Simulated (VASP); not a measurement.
Write the native input for VASP 6.6.1 that does the following.

| Quantity | Value |
| --- | --- |
| Task | single point |
| Functional | PBEsol |
| Potentials or basis | VASP PAW PBE potentials, release 64 (Mg, N, Cl) |
| Cutoff | 520 eV |
| k mesh | 12 × 12 × 4 |
| Occupations | gaussian, width 0.02 eV |
| Spin | no spin polarisation |
| Dipole correction | no |
| Further INCAR settings | ALGO = Normal; EDIFF = 1e-06; NBANDS = 16 |

The structure of Mg2NCl lies in POSCAR:

```
Mg2NCl
1.0
    3.2608991660      0.0000000000      0.0000000000
   -1.6304495830      2.8240215169      0.0000000000
    0.0000000000      0.0000000000      6.2871470399
Mg N Cl
2 1 1
Direct
    0.3333333333      0.6666666667      0.3348672441
    0.6666666667      0.3333333333      0.6651327559
    0.0000000000      0.0000000000      0.5000000000
    0.0000000000      0.0000000000      0.0000000000
```

These files were run (other wordings do the same):

INCAR

```
PREC = Accurate ; ENCUT = 520
EDIFF = 1E-6 ; ISMEAR = 0
SIGMA = 0.02 ; LREAL = F
LASPH = T ; NELM = 60
ALGO = Normal ; ISIF = 2
LWAVE = F ; LCHARG = F
GGA = PS ; NBANDS = 16
```

KPOINTS

```
regular mesh
0
Gamma
  12 12 4
```

Potentials or basis: VASP PAW PBE potentials, release 64 (Mg, N, Cl).

Run with:

```bash
$ cat potpaw_PBE.64/Mg/POTCAR potpaw_PBE.64/N/POTCAR potpaw_PBE.64/Cl/POTCAR > POTCAR
$ mpirun -np 1 vasp_std > vasp.out
```

Results of the run:

```yaml
Pressure: -0.2 GPa
Largest_force: 0.045 eV/Å
Band_gap_on_the_k_mesh: 1.61 eV
```

Caveat: the PAW data sets were made with another functional, which shifts forces and pressure a little.

Run time: 86 s on 1 thread of Oxide Virtual Turin-like Processor (shared host), peak memory 0.18 GiB.
